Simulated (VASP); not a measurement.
A run of VASP 6.6.1 is set up as follows.

File INCAR:

```
SYSTEM = AlP
  PREC = Accurate
  ENCUT = 520
  EDIFF = 1E-6
  ISMEAR = 0
  SIGMA = 0.05
  LREAL = Auto
  LASPH = .True.
  NELM = 60
  ALGO = Normal
  ISIF = 2
  LWAVE = .False.
  LCHARG = .False.
  LDIPOL = .True.
  IDIPOL = 3
  DIPOL = 0.5 0.5 0.499
  GGA = PS
  NBANDS = 46
```

Contents of KPOINTS:

```
regular mesh
0
Gamma
  7 3 1
  0 0 0
```

Contents of POSCAR:

```
AlP
1.0
    3.8681183878      0.0000000000      0.0000000000
    0.0000000000     10.9406909697      0.0000000000
    0.0000000000      0.0000000000     20.8021775816
Al P
8 8
Direct
    0.5000000000      0.7500000000      0.3605391777
    0.5000000000      0.2500000000      0.3605391777
    0.0000000000      0.5000000000      0.4535130592
    0.0000000000      0.0000000000      0.4535130592
    0.5001836147      0.2504011015      0.5501779140
    0.5003348990      0.7503288063      0.5501429843
    0.0009223237     -0.0363298291      0.6175936427
   -0.0000283670      0.4636634611      0.6176240480
    0.0000000000      0.1250000000      0.3605391777
    0.0000000000      0.6250000000      0.3605391777
    0.5000000000      0.8750000000      0.4535130592
    0.5000000000      0.3750000000      0.4535130592
    0.0002833698      0.6268097957      0.5467579313
    0.0002293963      0.1268825107      0.5467536971
    0.4999686150      0.3613839035      0.6473418164
    0.5008526715      0.8613451397      0.6472633177
```

Potentials or basis: VASP PAW PBE potentials, release 64 (Al, P).

Launch:

```console
$ cat potpaw_PBE.64/Al/POTCAR potpaw_PBE.64/P/POTCAR > POTCAR
$ mpirun -np 1 vasp_std > vasp.out
```

What does it give for the largest force?

2.000 eV/Å.

What does it give for the band gap on the k mesh?

1.03 eV.

Forces on the atoms (eV/Å):
```
Al   0.000 -1.315  1.506
Al   0.000 -1.315  1.507
Al   0.000  0.422 -0.090
Al   0.000  0.424 -0.088
Al   0.000 -0.001 -0.005
Al   0.001 -0.001 -0.006
Al  -0.003 -0.009  0.001
Al   0.000 -0.010  0.004
P    0.000  0.585 -1.154
P    0.000  0.586 -1.153
P    0.000  0.313 -0.262
P    0.001  0.313 -0.261
P    0.000  0.002 -0.003
P    0.000 -0.001 -0.002
P    0.001  0.003  0.000
P    0.000  0.005  0.005
```

Caveat: the PAW data sets were made with another functional, which shifts forces and pressure a little.
